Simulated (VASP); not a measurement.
Write the native input for VASP 6.6.1 that does the following.

```yaml
Task: single point
Functional: revPBE
Dispersion: D3(BJ)
Potentials_or_basis: VASP PAW PBE potentials, release 64 (Cd, S)
Cutoff: 520 eV
k_mesh: 8 × 8 × 8
Occupations: gaussian, width 0.05 eV
Spin: no spin polarisation
Dipole_correction: no
Further_INCAR_settings: ALGO = Normal; EDIFF = 1e-06; NBANDS = 16
```

The structure of CdS lies in POSCAR:

```
CdS
1.0
    0.0000000000      2.8780513826      2.8780513826
    2.8780513826      0.0000000000      2.8780513826
    2.8780513826      2.8780513826      0.0000000000
Cd S
1 1
Direct
    0.0000000000      0.0000000000      0.0000000000
    0.7500000000      0.7500000000      0.7500000000
```

This cell differs from its parent crystal: volume scaled by 0.96.

The input as run:

INCAR

```
SYSTEM = CdS
ALGO = Normal ; EDIFF = 1E-6
ENCUT = 520 ; GGA = RE
ISIF = 2 ; ISMEAR = 0
IVDW = 12 ; LASPH = .TRUE.
LCHARG = .TRUE. ; LELF = .TRUE.
LREAL = .FALSE. ; LVHAR = .TRUE.
LWAVE = .FALSE. ; NBANDS = 16
NELM = 100 ; PREC = Accurate
SIGMA = 0.05
```

KPOINTS

```
k-points
0
G
  8 8 8
  0 0 0
```

Potentials or basis: VASP PAW PBE potentials, release 64 (Cd, S).

The run is started by

```bash
$ cat potpaw_PBE.64/Cd/POTCAR potpaw_PBE.64/S/POTCAR > POTCAR
$ mpirun -np 1 vasp_std > vasp.out
```

Results of the run:

```json
{
 "Pressure": "3.1 GPa",
 "Band gap on the k mesh": "1.37 eV, direct",
 "Dispersion energy per atom": "-0.619 eV"
}
```

Caveat: the PAW data sets were made with another functional, which shifts forces and pressure a little.

It took 23 s on 1 thread of Intel(R) Xeon(R) Platinum 8259CL CPU @ 2.50GHz (Skylake/Cascade Lake) (shared host), peak memory 0.18 GiB.
